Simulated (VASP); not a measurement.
# Si4Hg (P4/mmm) in VASP: single point with PBE

Aim: the single point of Si4Hg with PBE.

All numbers are computed with VASP 6.6.1; they aren't measurements. Logs are shortened: lines on timing, memory, paths and dates and some standing lists are left out, and cuts for length are marked.

## (1) The cell of the first run

The structure is tetragonal, space group P4/mmm (No. 123). Conventional cell: a = 3.534 Å, b = 3.534 Å, c = 7.689 Å, α = 90.00°, β = 90.00°, γ = 90.00°. Si (site symmetry 2mm) has 5 Si at 2.50 to 2.51 Å and 2 Hg at 3.13 Å within 3.3 Å. Hg (site symmetry 4/mmm) has 8 Si at 3.13 Å and 4 Hg at 3.53 Å within 4.1 Å.

The cell was generated, and may not be a known phase.

## (2) Single point, PBE

File INCAR:

```
ALGO = Normal ; EDIFF = 1E-6
ENCUT = 500 ; GGA = PE
GGA_COMPAT = False ; ISIF = 2
ISMEAR = 0 ; LASPH = True
LCHARG = False ; LREAL = False
LWAVE = False ; NBANDS = 22
NELM = 120 ; PREC = Accurate
SIGMA = 0.1
```

File KPOINTS:

```
k-points
0
Gamma
  10 10 6
```

File POSCAR:

```
Si4Hg
1.0
    2.4989573044     -2.4990228206      0.0000000000
    2.4989573044      2.4990228206      0.0000000000
    0.0000000000      0.0000000000      7.6890814133
Si Hg
4 1
Direct
    0.0000000000      0.5000000000      0.8366443118
    0.5000000000      0.0000000000      0.1633556882
    0.0000000000      0.5000000000      0.1633556882
    0.5000000000      0.0000000000      0.8366443118
    0.5000000000      0.5000000000      0.5000000000
```

Potentials or basis: VASP PAW PBE potentials, release 64 (Si, Hg).

Run with:

```sh
cat potpaw_PBE.64/Si/POTCAR potpaw_PBE.64/Hg/POTCAR > POTCAR
mpirun -np 1 vasp_std > vasp.out
```

OUTCAR:

```text
EDIFF = 1E-6
   ENCUT = 500
   GGA = PE
   ISIF = 2
   ISMEAR = 0
   LASPH = True
   LREAL = False
   NELM = 120
   PREC = Accurate

 ion  position               nearest neighbor table
   1  0.000  0.500  0.837-   4 2.50   4 2.50   4 2.50   4 2.50   3 2.51   5 3.13   5 3.13
   2  0.500  0.000  0.163-   3 2.50   3 2.50   3 2.50   3 2.50   4 2.51   5 3.13   5 3.13
   3  0.000  0.500  0.163-   2 2.50   2 2.50   2 2.50   2 2.50   1 2.51   5 3.13   5 3.13
   4  0.500  0.000  0.837-   1 2.50   1 2.50   1 2.50   1 2.50   2 2.51   5 3.13   5 3.13
   5  0.500  0.500  0.500-   1 3.13   2 3.13   3 3.13   4 3.13   2 3.13   4 3.13   1 3.13   3 3.13

  LATTYP: Found a base centered orthorhombic cell.
 ALAT       =     4.9979146088
 B/A-ratio  =     1.0000262174
 C/A-ratio  =     1.5384579400

  Lattice vectors:

 A1 = (   2.4989573044,  -2.4990228206,   0.0000000000)
 A2 = (   2.4989573044,   2.4990228206,   0.0000000000)
 A3 = (   0.0000000000,   0.0000000000,   7.6890814133)

Analysis of symmetry for initial positions (statically):
=====================================================================
 Subroutine PRICEL returns:
 Original cell was already a primitive cell.

 Routine SETGRP: Setting up the symmetry group for a
 base centered orthorhombic supercell.

 Subroutine GETGRP returns: Found  8 space group operations
 (whereof  8 operations were pure point group operations)
 out of a pool of  8 trial point group operations.

The static configuration has the point symmetry D_2h.

Analysis of symmetry for dynamics (positions and initial velocities):
=====================================================================
 Subroutine PRICEL returns:
 Original cell was already a primitive cell.

 Routine SETGRP: Setting up the symmetry group for a
 base centered orthorhombic supercell.

 Subroutine GETGRP returns: Found  8 space group operations
 (whereof  8 operations were pure point group operations)
 out of a pool of  8 trial point group operations.

The dynamic configuration has the point symmetry D_2h.

 Subroutine INISYM returns: Found  8 space group operations
 (whereof  8 operations are pure point group operations),
 and found     1 'primitive' translations

----------------------------------------------------------------------------------------

                                     Primitive cell

  volume of cell :      96.0359

  direct lattice vectors                    reciprocal lattice vectors
     2.498957304 -2.499022821  0.000000000     0.200083450 -0.200078205  0.000000000
     2.498957304  2.499022821  0.000000000     0.200083450  0.200078205  0.000000000
     0.000000000  0.000000000  7.689081413     0.000000000  0.000000000  0.130054547

  length of vectors
     3.534105639  3.534105639  7.689081413     0.282957020  0.282957020  0.130054547

  position of ions in fractional coordinates (direct lattice)
     0.000000000  0.500000000  0.836644312
     0.500000000  0.000000000  0.163355688
     0.000000000  0.500000000  0.163355688
     0.500000000  0.000000000  0.836644312
     0.500000000  0.500000000  0.500000000

  ion indices of the primitive-cell ions
   primitive index   ion index
                 1           1
                 2           2
                 3           3
                 4           4
                 5           5

----------------------------------------------------------------------------------------

 KPOINTS: k-points

Automatic generation of k-mesh.
 Grid dimensions read from file:
 generate k-points for:   10   10    6

 Generating k-lattice:

  Cartesian coordinates                     Fractional coordinates (reciprocal lattice)
     0.020008345 -0.020007820  0.000000000     0.100000000  0.000000000  0.000000000
     0.020008345  0.020007820  0.000000000     0.000000000  0.100000000  0.000000000
     0.000000000  0.000000000  0.021675758     0.000000000  0.000000000  0.166666667

  Length of vectors
     0.028295702  0.028295702  0.021675758

  Shift w.r.t. Gamma in fractional coordinates (k-lattice)
     0.000000000  0.000000000  0.000000000

 Subroutine IBZKPT returns following result:
 ===========================================

 Found    124 irreducible k-points:

 Following reciprocal coordinates:
            Coordinates               Weight
  0.000000  0.000000  0.000000      1.000000
  0.100000  0.000000  0.000000      4.000000
  0.200000  0.000000  0.000000      4.000000
  0.300000 -0.000000  0.000000      4.000000
  0.400000  0.000000  0.000000      4.000000
  0.500000  0.000000  0.000000      2.000000
[... 16 lines left out ...]
  0.300000  0.300000  0.000000      2.000000
  0.400000  0.300000  0.000000      4.000000
 [... further k-points ...]
   k-points           NKPTS =    124   k-points in BZ     NKDIM =    124   number of bands    NBANDS=     22
   number of dos      NEDOS =    301   number of ions     NIONS =      5
   total plane-waves  NPLWV =  43904
   dimension x,y,z NGX =    28 NGY =   28 NGZ =   56
   dimension x,y,z NGXF=    56 NGYF=   56 NGZF=  112
   ions per type =               4   1
   NGX,Y,Z   is equivalent  to a cutoff of  13.17, 13.17, 12.11 a.u.
   NGXF,Y,Z  is equivalent  to a cutoff of  26.34, 26.34, 24.22 a.u.
 SYSTEM =  unknown system
   PREC   = accura    normal or accurate (medium, high low for compatibility)
   ISTART =      0    job   : 0-new  1-cont  2-samecut
   ICHARG =      2    charge: 1-file 2-atom 10-const
   ISPIN  =      1    spin polarized calculation?
   LNONCOLLINEAR =      F non collinear calculations
   LSORBIT =      F    spin-orbit coupling
   LASPH  =      T    aspherical Exc in radial PAW
   ENCUT  =  500.0 eV  36.75 Ry    6.06 a.u.   6.44  6.44 14.02*2*pi/ulx,y,z
   NELM   =    120;   NELMIN=  2; NELMDL= -5     # of ELM steps
   EDIFF  = 0.1E-05   stopping-criterion for ELM
   LREAL  =      F    real-space projection
   EDIFFG = 0.1E-04   stopping-criterion for IOM
   NSW    =      0    number of steps for IOM
   IBRION =     -1    ionic relax: 0-MD 1-quasi-New 2-CG
   NFREE  =      0    steps in history (QN), initial steepest desc. (CG)
   ISIF   =      2    stress and relaxation
   ISYM   =      2    0-nonsym 1-usesym 2-fastsym
   POTIM  = 0.5000    time-step for ionic-motion
   TEBEG  =    0.0;   TEEND  =   0.0 temperature during run
   PSTRESS=    0.0 pullay stress
   NELECT =      28.0000    total number of electrons
   NUPDOWN=      -1.0000    fix difference up-down
   EMIN   =  10.00;   EMAX   =-10.00  energy-range for DOS
   EFERMI =   0.00;   METHOD = LEGACY
   ISMEAR =     0;   SIGMA  =   0.10  broadening in eV -4-tet -1-fermi 0-gaus
   EFERMI_NEDOS =   21; number of points for ismear=-14 and -15
   IALGO  =     38    algorithm
   IMIX   =      4    mixing-type and parameters
     AMIX     =   0.40;   BMIX     =  1.00
     AMIX_MAG =   1.60;   BMIX_MAG =  1.00
  volume/ion in A,a.u.               =      19.21       129.62
  Fermi-wavevector in a.u.,A,eV,Ry     =   1.085550  2.051391 16.033349  1.178418
  Thomas-Fermi vector in A             =   2.221666
   LORBIT       =      0    0 simple, 1 ext, 2 COOP (PROOUT), +10 PAW based schemes
   GGA     = PE    functional components
   LHFCALC =     F    Hartree Fock is set to
   AEXX    =    0.0000 exact exchange contribution
   IVDW    =     0    specifies the selected vdW correction
   LEPSILON=     F    determine dielectric tensor
   LRPA    =     F    only Hartree local field effects (RPA)
 non-spin polarized calculation
 Gauss-broadening in eV      SIGMA  =   0.10
  energy-cutoff  :      500.00
  volume of cell :       96.04
 maximum number of plane-waves:      2500
 NGX is ok and might be reduce to    28
   NGX = 13   NGY = 13   NGZ = 29

 number of electron      28.0000004 magnetization

 Free energy of the ion-electron system (eV)
  ---------------------------------------------------
  ext. energy  EPLUGINS =         0.00000000
  ---------------------------------------------------
  free energy    TOTEN  =       -19.85491760 eV

  energy without entropy =      -19.84398671  energy(sigma->0) =      -19.84945215

 E-fermi :   5.8572     XC(G=0): -10.2184

 val. band max:        5.8521637547   @ k =   0.5000   0.0000   0.1667
 cond. band min:       5.8672742738   @ k =   0.1000   0.1000   0.5000
 fundamental gap:      0.0151105191
 Fermi energy:         5.8572167389

 k-point     1 :       0.0000    0.0000    0.0000
  band No.  band energies     occupation
      1      -6.8049      2.00000
      2      -4.5253      2.00000
      3      -1.0591      2.00000
      4      -1.0522      2.00000
      5      -0.8554      2.00000
      6      -0.5317      2.00000
[... 14 lines left out ...]
     21      11.4404      0.00000
     22      13.9993      0.00000

 k-point     2 :       0.1000    0.0000    0.0000
  band No.  band energies     occupation
      1      -6.6908      2.00000
      2      -4.4161      2.00000
      3      -1.0364      2.00000
      4      -0.9645      2.00000
      5      -0.7963      2.00000
      6      -0.5758      2.00000
[... 14 lines left out ...]
     21      11.6798      0.00000
     22      12.2771      0.00000

 k-point     3 :       0.2000    0.0000    0.0000
  band No.  band energies     occupation
      1      -6.3492      2.00000
      2      -4.0906      2.00000
      3      -1.0149      2.00000
      4      -0.8898      2.00000
      5      -0.6964      2.00000
      6      -0.5134      2.00000
[... 14 lines left out ...]
     21      11.7760      0.00000
     22      12.0385      0.00000
[... 476 lines left out ...]
 k-point    23 :       0.3000    0.3000    0.0000
  band No.  band energies     occupation
      1      -4.7791      2.00000
      2      -2.6554      2.00000
      3      -1.0460      2.00000
      4      -0.9783      2.00000
      5      -0.8319      2.00000
      6      -0.6061      2.00000
[... 14 lines left out ...]
     21      11.8595      0.00000
     22      12.8407      0.00000

 k-point    24 :       0.4000    0.3000    0.0000
  band No.  band energies     occupation
      1      -4.0135      2.00000
      2      -2.0471      2.00000
      3      -1.9504      2.00000
      4      -1.1312      2.00000
      5      -0.7221      2.00000
      6      -0.6567      2.00000
[... 14 lines left out ...]
     21      10.8785      0.00000
     22      13.0995      0.00000

 [... further k-points ...]

------------------------ aborting loop because EDIFF is reached ----------------------------------------

  FORCE on cell =-STRESS in cart. coord.  units (eV):
  Direction    XX          YY          ZZ          XY          YZ          ZX
  --------------------------------------------------------------------------------------
  -------------------------------------------------------------------------------------
  Total       -0.0098472     -0.0129984      0.0680878     -0.0000000      0.0000000      0.0000000
  in kB       -0.1642813     -0.2168534      1.1359161     -0.0000000      0.0000000      0.0000000
  external PRESSURE =       0.2515938 kB  Pullay stress =       0.0000000 kB

 VOLUME and BASIS-vectors are now :
 -----------------------------------------------------------------------------
  energy-cutoff  :      500.00
  volume of cell :       96.04
      direct lattice vectors                 reciprocal lattice vectors
     2.498957304 -2.499022821  0.000000000     0.200083450 -0.200078205  0.000000000
     2.498957304  2.499022821  0.000000000     0.200083450  0.200078205  0.000000000
     0.000000000  0.000000000  7.689081413     0.000000000  0.000000000  0.130054547

 POSITION                                       TOTAL-FORCE (eV/Angst)
 -----------------------------------------------------------------------------------
      1.24948      1.24951      6.43303         0.000000      0.000000      0.009715
      1.24948     -1.24951      1.25606        -0.000000      0.000000     -0.009715
      1.24948      1.24951      1.25606         0.000000     -0.000000     -0.009715
      1.24948     -1.24951      6.43303        -0.000000     -0.000000      0.009715
      2.49896      0.00000      3.84454        -0.000000     -0.000000      0.000000
 -----------------------------------------------------------------------------------
    total drift:                                0.000000      0.000000      0.000000

  FREE ENERGIE OF THE ION-ELECTRON SYSTEM (eV)
  ---------------------------------------------------
  free  energy   TOTEN  =       -19.8549175979 eV

  energy  without entropy=      -19.8439867055  energy(sigma->0) =      -19.84945215
```

Wall time 2.9 min (1 thread of Intel Xeon Platinum 8488C (Sapphire Rapids), shared host); peak memory 0.35 GiB.

What came out:

```
Free energy            : -19.8549 eV
Pressure               : 0.0 GPa
Largest force          : 0.010 eV/Å
Band gap on the k mesh : zero (bands 14 and 15 overlap by 3.17 eV)
```

Forces in eV/Å, atoms in the order of the input:
```
Si   0.000  0.000  0.010
Si   0.000  0.000 -0.010
Si   0.000  0.000 -0.010
Si   0.000  0.000  0.010
Hg   0.000  0.000  0.000
```

Stress tensor (GPa, compression positive):
```
-0.02  0.00  0.00
 0.00 -0.02  0.00
 0.00  0.00  0.11
```

Levels at points of the mesh, in eV from the Fermi level:
```csv
k point,band 10,band 11,band 12,band 13,band 14,band 15,band 16,band 17,band 18,band 19
"(0.00, 0.00, 0.00)",-2.23,-2.23,-1.00,-0.52,-0.33,-0.33,1.10,2.21,3.56,3.70
"(0.50, 0.00, 0.00)",-4.10,-3.00,0.39,0.51,1.07,1.76,1.87,2.15,2.23,2.78
"(0.50, 0.50, 0.00)",-4.47,-4.47,-4.47,-4.09,-1.53,-1.53,-1.23,2.82,4.47,4.48
"(0.00, 0.00, 0.50)",-2.27,-2.08,-2.08,-0.60,-0.60,1.27,2.02,3.38,3.49,4.56
"(0.50, 0.00, 0.50)",-2.63,-2.37,-1.57,-0.26,0.50,0.54,1.92,2.18,2.46,2.64
"(0.50, 0.50, 0.50)",-5.36,-5.36,-4.17,-4.00,-0.12,-0.12,-0.04,1.71,1.71,1.90
```

Caveat: spin-orbit coupling is left out, which moves the levels of the heavy elements.
